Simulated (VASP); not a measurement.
# BeS: single point with PBE+D3(BJ)

BeS:

```
Be S
1.0
     0.00000    2.42500    2.42500
     2.42500    0.00000    2.42500
     2.42500    2.42500    0.00000
Be S
1 1
Direct
  0.00000 0.00000 0.00000
  0.75000 0.75000 0.75000
```

```
Program             : VASP 6.6.1
Task                : single point
Functional          : PBE
Dispersion          : D3(BJ)
Potentials or basis : VASP PAW PBE potentials, release 64 (Be, S)
Cutoff              : 600 eV
k mesh              : 8 × 8 × 8
Occupations         : gaussian, width 0.05 eV
Spin                : no spin polarisation
```

```json
{
  "Pressure": "-2.0 GPa",
  "Band gap on the k mesh": "3.11 eV (least direct gap 5.67 eV)",
  "Dispersion energy per atom": "-0.301 eV"
}
```

Levels at points of the mesh, in eV from the valence-band top:
```tsv
k point	band 1	band 2	band 3	band 4	band 5	band 6	band 7	band 8
(0.00, 0.00, 0.00)	-13.69	0.00	0.00	0.00	5.67	5.67	5.67	5.89
(0.50, 0.00, 0.00)	-12.08	-5.79	-1.03	-1.03	5.48	6.56	6.56	11.21
(0.50, 0.50, 0.00)	-11.54	-5.02	-2.64	-2.64	3.11	4.92	12.78	12.78
```

It took 20 s on 1 thread of Intel Xeon 8259CL, on a shared host, peak memory 0.16 GiB.

Caveat: three body term missing. PBE gaps usually lie below the measured ones, often by a third to a half.
